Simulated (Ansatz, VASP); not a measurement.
**BaAl2B4 in VASP and in Ansatz**

```
Ba Al B
1.0
     1.91960   -6.48102    0.00000
     1.91960    6.48102    0.00000
     0.00000    0.00000    3.79824
Ba Al B
1 2 4
Direct
  0.00000 0.00000 0.00000
  0.58927 0.41073 0.50000
  0.41073 0.58927 0.50000
  0.81034 0.18966 0.50000
  0.18966 0.81034 0.50000
  0.69611 0.30389 0.00000
  0.30389 0.69611 0.00000
```

Change from the starting cell: species swapped into the PrRe4Si2 type (Cmmm, No. 65).

Alike in both runs: task relaxation of cell and atoms; functional PBE; k mesh 6 × 6 × 4; occupations gaussian, width 0.1 eV; no spin polarisation.

|  | VASP | Ansatz |
| --- | --- | --- |
| version | VASP 6.6.1 | Ansatz 0.2.0 |
| potentials or method | VASP PAW PBE potentials, release 64 (Ba_sv, Al, B), cutoff 600 eV | scalar-relativistic, plane waves, PAW |
| valence electrons in the cell | 28 | 28 |

|  | VASP | Ansatz | Ansatz less VASP |
| --- | --- | --- | --- |
| gap on the k mesh at the Fermi level, each at its own relaxed structure (eV) | none | none | - |
| relaxed volume (Å³/atom) | 15.09 | 14.97 | -0.118 |
| relaxed cell length with the largest relative difference (Å) | 7.717 | 7.622 | -0.0941 |

A gap of «none» marks a metal or a gap that the smearing closes.

The k mesh is coarse, so the values compare programs but aren't converged. Neither program's run includes spin-orbit coupling.
